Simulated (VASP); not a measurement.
Al3Cu: single point with LDA

Al3Cu:

```
Al Cu
1.0
     3.92415    0.00000    0.00000
     0.00000    3.92415    0.00000
     0.00000    0.00000    3.92415
Al Cu
3 1
Direct
  0.00000 0.50000 0.50000
  0.50000 0.00000 0.50000
  0.50000 0.50000 0.00000
  0.00000 0.00000 0.00000
```

```yaml
Program: VASP 6.6.1
Task: single point
Functional: LDA
Potentials_or_basis: VASP PAW LDA potentials, release 64 (Al, Cu)
Cutoff: 520 eV
k_mesh: 6 × 6 × 6
Occupations: methfessel-paxton, width 0.1 eV
Spin: no spin polarisation
```

The pressure is -5.0 GPa. The band gap on the k mesh is zero (band 10 reaches 10.26 eV, above the bottom of band 11 at 6.05 eV).

Levels at points of the mesh, in eV from the Fermi level:
| k point | band 6 | band 7 | band 8 | band 9 | band 10 | band 11 | band 12 | band 13 | band 14 | band 15 |
| --- | --- | --- | --- | --- | --- | --- | --- | --- | --- | --- |
| (0.00, 0.00, 0.00) | -3.64 | -2.40 | -2.40 | -2.40 | -0.57 | 0.36 | 0.36 | 6.26 | 6.26 | 6.26 |
| (0.50, 0.00, 0.00) | -3.61 | -3.44 | 0.24 | 0.24 | 0.28 | 0.28 | 0.77 | 1.68 | 2.31 | 3.06 |
| (0.50, 0.50, 0.00) | -3.86 | -3.45 | -3.36 | -3.11 | 1.31 | 2.89 | 2.89 | 3.30 | 3.64 | 3.64 |
| (0.50, 0.50, 0.50) | -3.93 | -3.93 | -3.44 | -3.44 | -2.48 | -2.00 | -2.00 | -2.00 | 12.08 | 12.08 |

Run time: 13 s on 1 thread of Intel(R) Xeon(R) Platinum 8559C (Emerald Rapids), with other jobs on the host, peak memory 0.15 GiB.
